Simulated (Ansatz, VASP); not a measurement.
## Two plane-wave programs on Si4Ru

```xyz
5
Lattice="4.5891 0.0000 0.0000 0.0000 4.5891 0.0000 0.0000 0.0000 4.5891" Properties=species:S:1:pos:R:3 pbc="T T T"
Si    0.0000    2.2946    2.2946
Si    2.2946    2.2946    0.0000
Si    2.2946    0.0000    2.2946
Si    0.0000    0.0000    0.0000
Ru    2.2946    2.2946    2.2946
```

Change from the starting cell: species swapped into the Fe4N type (Pm-3m, No. 221).

Alike in both runs: functional PBE; k mesh 8 × 8 × 8; occupations gaussian, width 0.1 eV; no spin polarisation.

Ansatz relaxed the structure, and its values are those at the end. VASP's run is a single point on that final structure, the one shown.

```csv
,VASP,Ansatz
version,VASP 6.6.1,Ansatz 0.2.0
potentials or method,"VASP PAW PBE potentials, release 64 (Si, Ru_pv), cutoff 520 eV","scalar-relativistic, plane waves, PAW"
valence electrons in the cell,30,32
```

```csv
,VASP,Ansatz,Ansatz less VASP
gap on the k mesh at the Fermi level (eV),none,none,-
pressure (GPa),0.0,0.0,-0.03
```

A gap of «none» marks a metal or a gap that the smearing closes. With one functional, cell and mesh, what is left measures potentials, basis and numerics. VASP's potentials hold 30 valence electrons a cell and Ansatz's 32, so a difference there can come from the potentials and not from the codes.
